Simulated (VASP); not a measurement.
# InSe in VASP: a series of runs

The runs below take InSe through single point, with PBE+D3(BJ).

The COD entry that gives the cell may itself be a prediction, so a difference from it is no test against experiment.

All numbers are computed with VASP 6.6.1; they aren't measurements. Logs are shortened: lines on timing, memory, paths and dates and some standing lists are left out, and cuts for length are marked.

## 1. The cell of the first run

The cell holds a slab with vacuum, 4 atoms: a = 3.892 Å, b = 3.892 Å, c = 36.721 Å, α = 90.00°, β = 90.00°, γ = 120.00°.

## 2. Single point, PBE+D3(BJ)

INCAR

```
SYSTEM = InSe
  PREC = Accurate
  ENCUT = 520
  EDIFF = 1E-6
  ISMEAR = 0
  SIGMA = 0.02
  LREAL = .FALSE.
  LASPH = .TRUE.
  NELM = 80
  ALGO = Normal
  ISIF = 2
  LWAVE = .FALSE.
  LCHARG = .FALSE.
  LDIPOL = .TRUE.
  IDIPOL = 3
  DIPOL = 0.5 0.5 0.500
  GGA = PE
  IVDW = 12
  NBANDS = 27
```

KPOINTS

```
regular mesh
0
G
  9 9 1
  0 0 0
```

POSCAR

```
InSe
1.0
    3.8920000000      0.0000000000      0.0000000000
   -1.9460000000      3.3705708715      0.0000000000
    0.0000000000      0.0000000000     36.7211901288
Se In
2 2
Direct
    0.0000000000      0.0000000000      0.4250702551
    0.0000000000      0.0000000000      0.5749020002
    0.6666666667      0.3333333333      0.4611131992
    0.6666666667      0.3333333333      0.5388591109
```

Potentials or basis: VASP PAW PBE potentials, release 64 (Se, In_d).

Run with:

```sh
cat potpaw_PBE.64/Se/POTCAR potpaw_PBE.64/In_d/POTCAR > POTCAR
mpirun -np 1 vasp_std > vasp.out
```

OUTCAR:

```text
SYSTEM = InSe
   PREC = Accurate
   ENCUT = 520
   EDIFF = 1E-6
   ISMEAR = 0
   LREAL = .FALSE.
   LASPH = .TRUE.
   NELM = 80
   ISIF = 2
   GGA = PE
   IVDW = 12
 IVDW          = 12

 ion  position               nearest neighbor table
   1  0.000  0.000  0.425-   3 2.61   3 2.61   3 2.61
   2  0.000  0.000  0.575-   4 2.61   4 2.61   4 2.61
   3  0.667  0.333  0.461-   1 2.61   1 2.61   1 2.61   4 2.85
   4  0.667  0.333  0.539-   2 2.61   2 2.61   2 2.61   3 2.85

  LATTYP: Found a hexagonal cell.
 ALAT       =     3.8920000000
 C/A-ratio  =     9.4350437124

  Lattice vectors:

 A1 = (   3.8920000000,   0.0000000000,   0.0000000000)
 A2 = (  -1.9460000000,   3.3705708715,   0.0000000000)
 A3 = (   0.0000000000,   0.0000000000,  36.7211901288)

Analysis of symmetry for initial positions (statically):
=====================================================================
 Subroutine PRICEL returns:
 Original cell was already a primitive cell.

 Routine SETGRP: Setting up the symmetry group for a
 hexagonal supercell.

 Subroutine GETGRP returns: Found 12 space group operations
 (whereof  6 operations were pure point group operations)
 out of a pool of 24 trial point group operations.

The static configuration has the point symmetry C_3v.
 The point group associated with its full space group is D_3h.

Analysis of symmetry for dynamics (positions and initial velocities):
=====================================================================
 Subroutine PRICEL returns:
 Original cell was already a primitive cell.

 Routine SETGRP: Setting up the symmetry group for a
 hexagonal supercell.

 Subroutine GETGRP returns: Found 12 space group operations
 (whereof  6 operations were pure point group operations)
 out of a pool of 24 trial point group operations.

The dynamic configuration has the point symmetry C_3v.
 The point group associated with its full space group is D_3h.

 Subroutine INISYM returns: Found 12 space group operations
 (whereof  6 operations are pure point group operations),
 and found     1 'primitive' translations

----------------------------------------------------------------------------------------

                                     Primitive cell

  volume of cell :     481.7182

  direct lattice vectors                    reciprocal lattice vectors
     3.892000000  0.000000000  0.000000000     0.256937307  0.148342824  0.000000000
    -1.946000000  3.370570872  0.000000000     0.000000000  0.296685647  0.000000000
     0.000000000  0.000000000 36.721190129     0.000000000  0.000000000  0.027232233

  length of vectors
     3.892000000  3.892000000 36.721190129     0.296685647  0.296685647  0.027232233

  position of ions in fractional coordinates (direct lattice)
     0.000000000  0.000000000  0.425070255
     0.000000000  0.000000000  0.574902000
     0.666666667  0.333333333  0.461113199
     0.666666667  0.333333333  0.538859111

  ion indices of the primitive-cell ions
   primitive index   ion index
                 1           1
                 2           2
                 3           3
                 4           4

----------------------------------------------------------------------------------------

 KPOINTS: regular mesh

Automatic generation of k-mesh.
 Grid dimensions read from file:
 generate k-points for:    9    9    1

 Generating k-lattice:

  Cartesian coordinates                     Fractional coordinates (reciprocal lattice)
     0.028548590  0.016482536  0.000000000     0.111111111  0.000000000  0.000000000
     0.000000000  0.032965072  0.000000000     0.000000000  0.111111111  0.000000000
     0.000000000  0.000000000  0.027232233     0.000000000  0.000000000  1.000000000

  Length of vectors
     0.032965072  0.032965072  0.027232233

  Shift w.r.t. Gamma in fractional coordinates (k-lattice)
     0.000000000  0.000000000  0.000000000

 Subroutine IBZKPT returns following result:
 ===========================================

 Found     12 irreducible k-points:

 Following reciprocal coordinates:
            Coordinates               Weight
  0.000000  0.000000  0.000000      1.000000
  0.111111  0.000000  0.000000      6.000000
  0.222222  0.000000  0.000000      6.000000
  0.333333  0.000000  0.000000      6.000000
  0.444444  0.000000  0.000000      6.000000
  0.111111  0.111111  0.000000      6.000000
  0.222222  0.111111  0.000000     12.000000
  0.333333  0.111111  0.000000     12.000000
  0.444444  0.111111  0.000000      6.000000
  0.222222  0.222222  0.000000      6.000000
  0.333333  0.222222  0.000000     12.000000
  0.333333  0.333333  0.000000      2.000000
   k-points           NKPTS =     12   k-points in BZ     NKDIM =     12   number of bands    NBANDS=     27
   number of dos      NEDOS =    301   number of ions     NIONS =      4
   total plane-waves  NPLWV = 252000
   dimension x,y,z NGX =    30 NGY =   30 NGZ =  280
   dimension x,y,z NGXF=    60 NGYF=   60 NGZF=  560
   ions per type =               2   2
   NGX,Y,Z   is equivalent  to a cutoff of  12.81, 12.81, 12.68 a.u.
   NGXF,Y,Z  is equivalent  to a cutoff of  25.63, 25.63, 25.35 a.u.
 SYSTEM =  InSe
   PREC   = accura    normal or accurate (medium, high low for compatibility)
   ISTART =      0    job   : 0-new  1-cont  2-samecut
   ICHARG =      2    charge: 1-file 2-atom 10-const
   ISPIN  =      1    spin polarized calculation?
   LNONCOLLINEAR =      F non collinear calculations
   LSORBIT =      F    spin-orbit coupling
   LASPH  =      T    aspherical Exc in radial PAW
   ENCUT  =  520.0 eV  38.22 Ry    6.18 a.u.   7.24  7.24 68.28*2*pi/ulx,y,z
   NELM   =     80;   NELMIN=  2; NELMDL= -5     # of ELM steps
   EDIFF  = 0.1E-05   stopping-criterion for ELM
   LREAL  =      F    real-space projection
   EDIFFG = 0.1E-04   stopping-criterion for IOM
   NSW    =      0    number of steps for IOM
   IBRION =     -1    ionic relax: 0-MD 1-quasi-New 2-CG
   NFREE  =      0    steps in history (QN), initial steepest desc. (CG)
   ISIF   =      2    stress and relaxation
   ISYM   =      2    0-nonsym 1-usesym 2-fastsym
   POTIM  = 0.5000    time-step for ionic-motion
   TEBEG  =    0.0;   TEEND  =   0.0 temperature during run
   PSTRESS=    0.0 pullay stress
   NELECT =      38.0000    total number of electrons
   NUPDOWN=      -1.0000    fix difference up-down
   EMIN   =  10.00;   EMAX   =-10.00  energy-range for DOS
   EFERMI =   0.00;   METHOD = LEGACY
   ISMEAR =     0;   SIGMA  =   0.02  broadening in eV -4-tet -1-fermi 0-gaus
   EFERMI_NEDOS =   21; number of points for ismear=-14 and -15
   IALGO  =     38    algorithm
   IMIX   =      4    mixing-type and parameters
     AMIX     =   0.40;   BMIX     =  1.00
     AMIX_MAG =   1.60;   BMIX_MAG =  1.00
  volume/ion in A,a.u.               =     120.43       812.70
  Fermi-wavevector in a.u.,A,eV,Ry     =   0.702110  1.326795  6.707103  0.492958
  Thomas-Fermi vector in A             =   1.786720
   LORBIT       =      0    0 simple, 1 ext, 2 COOP (PROOUT), +10 PAW based schemes
   GGA     = PE    functional components
   LHFCALC =     F    Hartree Fock is set to
   AEXX    =    0.0000 exact exchange contribution
   IVDW    =    12    specifies the selected vdW correction
   LEPSILON=     F    determine dielectric tensor
   LRPA    =     F    only Hartree local field effects (RPA)
 non-spin polarized calculation
 Gauss-broadening in eV      SIGMA  =   0.02
  energy-cutoff  :      520.00
  volume of cell :      481.72
 maximum number of plane-waves:     13023
 NGX is ok and might be reduce to    30
   NGX = 15   NGY = 15   NGZ =137

 dipolmoment           0.000000      0.000000      0.000000 electrons x Angstroem

 number of electron      38.0000012 magnetization

 dipolmoment           0.000000      0.000000     -0.000012 electrons x Angstroem

 Free energy of the ion-electron system (eV)
  ---------------------------------------------------
  ext. energy  EPLUGINS =         0.00000000
  ---------------------------------------------------
  free energy    TOTEN  =       -14.04870384 eV

  energy without entropy =      -14.04870384  energy(sigma->0) =      -14.04870384

 E-fermi :  -3.7153     XC(G=0):  -2.4162

 val. band max:       -3.8292015543   @ k =   0.1111   0.1111   0.0000
 cond. band min:      -1.7880450772   @ k =   0.0000   0.0000   0.0000
 fundamental gap:      2.0411564771
 Fermi energy:        -3.7152764904

 k-point     1 :       0.0000    0.0000    0.0000
  band No.  band energies     occupation
      1     -17.6528      2.00000
      2     -17.5142      2.00000
      3     -17.5142      2.00000
      4     -17.4548      2.00000
      5     -17.4548      2.00000
      6     -17.4115      2.00000
[... 19 lines left out ...]
     26       2.2809      0.00000
     27       2.3218      0.00000

 k-point     2 :       0.1111    0.0000    0.0000
  band No.  band energies     occupation
      1     -17.6639      2.00000
      2     -17.5612      2.00000
      3     -17.5250      2.00000
      4     -17.5087      2.00000
      5     -17.4438      2.00000
      6     -17.4168      2.00000
[... 19 lines left out ...]
     26       2.3352      0.00000
     27       2.4439      0.00000

 k-point     3 :       0.2222    0.0000    0.0000
  band No.  band energies     occupation
      1     -17.7416      2.00000
      2     -17.6507      2.00000
      3     -17.5920      2.00000
      4     -17.4997      2.00000
      5     -17.4279      2.00000
      6     -17.4160      2.00000
[... 19 lines left out ...]
     26       2.4477      0.00000
     27       2.9205      0.00000

 k-point     4 :       0.3333    0.0000    0.0000
  band No.  band energies     occupation
      1     -17.8374      2.00000
      2     -17.7534      2.00000
      3     -17.5859      2.00000
      4     -17.4964      2.00000
      5     -17.4392      2.00000
      6     -17.3855      2.00000
[... 19 lines left out ...]
     26       3.0461      0.00000
     27       3.7181      0.00000

 k-point     5 :       0.4444    0.0000    0.0000
  band No.  band energies     occupation
      1     -17.8921      2.00000
      2     -17.8084      2.00000
      3     -17.5795      2.00000
      4     -17.4968      2.00000
      5     -17.4458      2.00000
      6     -17.3669      2.00000
[... 19 lines left out ...]
     26       3.7431      0.00000
     27       3.9916      0.00000

 k-point     6 :       0.1111    0.1111    0.0000
  band No.  band energies     occupation
      1     -17.7130      2.00000
      2     -17.6163      2.00000
      3     -17.5908      2.00000
      4     -17.5030      2.00000
      5     -17.4263      2.00000
      6     -17.4230      2.00000
[... 19 lines left out ...]
     26       2.4200      0.00000
     27       2.6902      0.00000

 k-point     7 :       0.2222    0.1111    0.0000
  band No.  band energies     occupation
      1     -17.8030      2.00000
      2     -17.7194      2.00000
      3     -17.5893      2.00000
      4     -17.5013      2.00000
      5     -17.4309      2.00000
      6     -17.4007      2.00000
[... 19 lines left out ...]
     26       3.0033      0.00000
     27       3.3558      0.00000

 k-point     8 :       0.3333    0.1111    0.0000
  band No.  band energies     occupation
      1     -17.8725      2.00000
      2     -17.7910      2.00000
      3     -17.5806      2.00000
      4     -17.5040      2.00000
      5     -17.4372      2.00000
      6     -17.3793      2.00000
[... 19 lines left out ...]
     26       3.5971      0.00000
     27       3.6018      0.00000

 k-point     9 :       0.4444    0.1111    0.0000
  band No.  band energies     occupation
      1     -17.8975      2.00000
      2     -17.8161      2.00000
      3     -17.5769      2.00000
      4     -17.5057      2.00000
      5     -17.4395      2.00000
      6     -17.3715      2.00000
[... 19 lines left out ...]
     26       3.6555      0.00000
     27       4.2080      0.00000

 k-point    10 :       0.2222    0.2222    0.0000
  band No.  band energies     occupation
      1     -17.8600      2.00000
      2     -17.7807      2.00000
      3     -17.5813      2.00000
      4     -17.5109      2.00000
      5     -17.4279      2.00000
      6     -17.3884      2.00000
[... 19 lines left out ...]
     26       3.6765      0.00000
     27       3.9871      0.00000

 k-point    11 :       0.3333    0.2222    0.0000
  band No.  band energies     occupation
      1     -17.8921      2.00000
      2     -17.8150      2.00000
      3     -17.5744      2.00000
      4     -17.5194      2.00000
      5     -17.4232      2.00000
      6     -17.3811      2.00000
[... 19 lines left out ...]
     26       4.0742      0.00000
     27       4.1531      0.00000

 k-point    12 :       0.3333    0.3333    0.0000
  band No.  band energies     occupation
      1     -17.8976      2.00000
      2     -17.8228      2.00000
      3     -17.5715      2.00000
      4     -17.5271      2.00000
      5     -17.4091      2.00000
      6     -17.3826      2.00000
[... 19 lines left out ...]
     26       4.3842      0.00000
     27       4.5103      0.00000

------------------------ aborting loop because EDIFF is reached ----------------------------------------

 vacuum level on the upper side and lower side of the slab       (xc-potential included)        -0.006        -0.006

 Edisp (eV)   -0.94061

 E8    (eV) :    -0.4533

  FORCE on cell =-STRESS in cart. coord.  units (eV):
  Direction    XX          YY          ZZ          XY          YZ          ZX
  --------------------------------------------------------------------------------------
  -------------------------------------------------------------------------------------
  Total       2.95494     2.95494     0.02403     0.00000     0.00000     0.00000
  in kB       9.82803     9.82803     0.07991     0.00000     0.00000     0.00000
  external pressure =        6.58 kB  Pullay stress =        0.00 kB

 VOLUME and BASIS-vectors are now :
 -----------------------------------------------------------------------------
  energy-cutoff  :      520.00
  volume of cell :      481.72
      direct lattice vectors                 reciprocal lattice vectors
     3.892000000  0.000000000  0.000000000     0.256937307  0.148342824  0.000000000
    -1.946000000  3.370570872  0.000000000     0.000000000  0.296685647  0.000000000
     0.000000000  0.000000000 36.721190129     0.000000000  0.000000000  0.027232233

 POSITION                                       TOTAL-FORCE (eV/Angst)
 -----------------------------------------------------------------------------------
      0.00000      0.00000     15.60909         0.000000     -0.000000     -0.355997
      0.00000      0.00000     21.11109         0.000000     -0.000000      0.355997
      1.94600      1.12352     16.93263         0.000000      0.000000      0.668853
      1.94600      1.12352     19.78755        -0.000000      0.000000     -0.668853
 -----------------------------------------------------------------------------------
    total drift:                               -0.000000      0.000000     -0.001557

  FREE ENERGIE OF THE ION-ELECTRON SYSTEM (eV)
  ---------------------------------------------------
  free  energy   TOTEN  =       -14.9893187546 eV

  energy  without entropy=      -14.9893187546  energy(sigma->0) =      -14.98931875

 vacuum level on the upper side and lower side of the slab         2.229         2.230
```

It took 2.6 min on 1 thread of AMD EPYC 9R45 (Zen 5), shared host; peak memory 0.55 GiB.

Results:

| Quantity | Value |
| --- | --- |
| Free energy | -14.9893 eV |
| Largest force | 0.669 eV/Å |
| Band gap on the k mesh | 2.04 eV, indirect (least direct gap 2.11 eV) |
| Dispersion energy per atom | -0.235 eV |

Forces on the atoms (eV/Å):
```
Se   0.000  0.000 -0.356
Se   0.000  0.000  0.356
In   0.000  0.000  0.669
In   0.000  0.000 -0.669
```

Caveat: spin-orbit coupling is left out, which moves the levels of the heavy elements.

## 3. Single point, PBE+D3(BJ)

INCAR

```
PREC     = Accurate       # precision mode
ENCUT    = 520            # plane-wave cutoff, eV
EDIFF    = 1E-6           # SCF threshold, eV
ISMEAR   = 0              # smearing method
SIGMA    = 0.02           # smearing width, eV
LREAL    = False          # projectors in reciprocal space
LASPH    = True           # aspherical terms in the spheres
NELM     = 100            # most SCF steps
ALGO     = Normal         # electronic algorithm
ISIF     = 2              # what is computed and relaxed
LWAVE    = False          # write WAVECAR
LCHARG   = False          # write CHGCAR
LDIPOL   = True         
IDIPOL   = 3            
DIPOL    = 0.5 0.5 0.500
GGA      = PE             # functional
IVDW     = 12             # dispersion correction
NBANDS   = 27             # bands
```

KPOINTS

```
regular mesh
0
Gamma
  9 9 1
```

POSCAR

```
InSe
1.0
    3.8920000000      0.0000000000      0.0000000000
   -1.9460000000      3.3705708715      0.0000000000
    0.0000000000      0.0000000000     36.7211901288
Se In
2 2
Direct
    0.0000000000      0.0000000000      0.4218840838
    0.0000000000      0.0000000000      0.5780881714
    0.6666666667      0.3333333333      0.4594599339
    0.6666666667      0.3333333333      0.5405123784
```

Potentials or basis: VASP PAW PBE potentials, release 64 (Se, In_d).

Run with:

```sh
cat potpaw_PBE.64/Se/POTCAR potpaw_PBE.64/In_d/POTCAR > POTCAR
mpirun -np 1 vasp_std > vasp.out
```

Wall time 2.5 min (1 thread of AMD EPYC 9R45 (Zen 5), shared host); peak memory 0.56 GiB.

It converged, with:

```yaml
Free_energy: -14.9392 eV
Largest_force: 0.653 eV/Å
Band_gap_on_the_k_mesh: 1.89 eV, direct
Dispersion_energy_per_atom: -0.229 eV
```

Forces in eV/Å, atoms in the order of the input:
```
Se   0.000  0.000  0.078
Se   0.000  0.000 -0.078
In   0.000  0.000  0.653
In   0.000  0.000 -0.653
```

Levels at points of the mesh, in eV from the valence-band top:
```tsv
k point	band 15	band 16	band 17	band 18	band 19	band 20	band 21	band 22	band 23	band 24
(0.00, 0.00, 0.00)	-0.27	-0.04	-0.04	0.00	0.00	1.89	3.36	5.54	5.70	5.81
```

Caveat: spin-orbit coupling is left out, which moves the levels of the heavy elements.

## 4. Single point, PBE+D3(BJ)

INCAR

```
SYSTEM = InSe
PREC = Accurate ; ENCUT = 520
EDIFF = 1E-6 ; ISMEAR = 0
SIGMA = 0.02 ; LREAL = .FALSE.
LASPH = .TRUE. ; NELM = 60
ALGO = Normal ; ISIF = 2
LWAVE = .FALSE. ; LCHARG = .FALSE.
LDIPOL = .TRUE. ; IDIPOL = 3
DIPOL = 0.5 0.5 0.500 ; GGA = PE
IVDW = 12 ; NBANDS = 27
```

KPOINTS

```
regular mesh
0
G
  9 9 1
  0 0 0
```

POSCAR

```
InSe
1.0
    3.8920000000      0.0000000000      0.0000000000
   -1.9460000000      3.3705708715      0.0000000000
    0.0000000000      0.0000000000     36.7211901288
Se In
2 2
Direct
    0.0000000000      0.0000000000      0.4298358958
    0.0000000000      0.0000000000      0.5701363594
    0.6666666667      0.3333333333      0.4635860318
    0.6666666667      0.3333333333      0.5363862748
```

Run with:

```sh
cat potpaw_PBE.64/Se/POTCAR potpaw_PBE.64/In_d/POTCAR > POTCAR
mpirun -np 1 vasp_std > vasp.out
```

Run time: 2.8 min. Hardware: 1 thread of AMD EPYC 9R45 (Zen 5), shared host; peak memory 0.56 GiB.

Results (log left out):

| Quantity | Value |
| --- | --- |
| Free energy | -14.8398 eV |
| Largest force | 1.054 eV/Å |
| Band gap on the k mesh | 1.99 eV, indirect (least direct gap 2.09 eV) |
| Dispersion energy per atom | -0.245 eV |

Forces on the atoms (eV/Å):
```
Se   0.000  0.000 -1.054
Se   0.000  0.000  1.054
In   0.000  0.000  0.276
In   0.000  0.000 -0.276
```

Levels at points of the mesh, in eV from the valence-band top:
```csv
k point,band 17,band 18,band 19,band 20,band 21,band 22
"(0.00, 0.00, 0.00)",-0.39,-0.39,-0.10,1.98,3.13,5.26
```

Caveat: spin-orbit coupling is left out, which moves the levels of the heavy elements.

[end of part 1 of 2]
